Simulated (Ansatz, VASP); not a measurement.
One calculation of TePb, two programs

The input POSCAR:

```
TePb
1.0
    0.0000000000      3.2679082930      3.2679082930
    3.2679082930      0.0000000000      3.2679082930
    3.2679082930      3.2679082930      0.0000000000
Te Pb
1 1
Direct
    0.5000000000      0.5000000000      0.5000000000
    0.0000000000      0.0000000000      0.0000000000
```

Contents of INCAR.step1:

```
ALGO     = Normal         # electronic algorithm
EDIFF    = 1E-4           # SCF threshold, eV
ENCUT    = 520            # plane-wave cutoff, eV
GGA      = PE             # functional
ISMEAR   = 0              # smearing method
LASPH    = True           # aspherical terms in the spheres
LCHARG   = False          # write CHGCAR
LREAL    = False          # projectors in reciprocal space
LWAVE    = True           # write WAVECAR
NBANDS   = 17             # bands
NELM     = 80             # most SCF steps
PREC     = Accurate       # precision mode
SIGMA    = 0.01           # smearing width, eV
```

INCAR.step2

```
ALGO     = Normal         # electronic algorithm
EDIFF    = 1E-7           # SCF threshold, eV
ENCUT    = 520            # plane-wave cutoff, eV
ISIF     = 2              # what is computed and relaxed
ISMEAR   = 0              # smearing method
ISTART   = 1            
LASPH    = True           # aspherical terms in the spheres
LCHARG   = False          # write CHGCAR
LMIXTAU  = True         
LREAL    = False          # projectors in reciprocal space
LWAVE    = False          # write WAVECAR
METAGGA  = R2SCAN         # meta-GGA
NBANDS   = 17             # bands
NELM     = 80             # most SCF steps
PREC     = Accurate       # precision mode
SIGMA    = 0.01           # smearing width, eV
```

Contents of KPOINTS:

```
k-points
0
Gamma
  6 6 6
```

Input for Ansatz:

```yaml
crystal:
  lattice:
    - [0.0, 3.26790829298, 3.26790829298]
    - [3.26790829298, 0.0, 3.26790829298]
    - [3.26790829298, 3.26790829298, 0.0]
  atoms:
    - { symbol: Te, position: [0.5, 0.5, 0.5] }
    - { symbol: Pb, position: [0.0, 0.0, 0.0] }
kpoints:
  mp_grid: { grid: [6, 6, 6] }
scf:
  occupations: { method: fixed }
hamiltonian:
  xc: r2scan
  pseudopotentials: { kind: paw }
output:
  forces: true
  stress: true
  eigenvalues: true
  eigenstates:
    nscf_kmesh: { grid: [10, 10, 10] }
    de_dk: true
    e_range: [-9, 11.09006871424]
  optics:
    e_range: [0, 30]
    de: 0.2
    sigma: 0.1
    bands: { spectra_wanted_up_to: 30 }
    nscf_kmesh: { grid: [10, 10, 10] }
checkpoint:
  write: ck
  write_wavefunctions: false
```

Alike in both runs: task single point; functional r2SCAN; k mesh 6 × 6 × 6; no spin polarisation.

|  | VASP | Ansatz |
| --- | --- | --- |
| version | VASP 6.6.1 | Ansatz 0.2.0 |
| potentials or method | VASP PAW PBE potentials, release 64 (Te, Pb_d) | PAW with Ansatz's default frozen-core files, scalar-relativistic |
| plane-wave cutoff (eV) | 520 | 500 |
| occupations | gaussian, width 0.01 eV | fixed |
| valence electrons in the cell | 20 | 30 |

|  | VASP | Ansatz | Ansatz less VASP |
| --- | --- | --- | --- |
| gap on the k mesh at the Fermi level (eV) | 1.09 | 1.09 | -0.003 |
| pressure (GPa) | 0.0 | 0.0 | +0.01 |

VASP's potentials were made for PBE, not for r2SCAN. VASP's potentials hold 20 valence electrons a cell and Ansatz's 30, so a difference there can come from the potentials and not from the codes.

Neither program's run includes spin-orbit coupling.
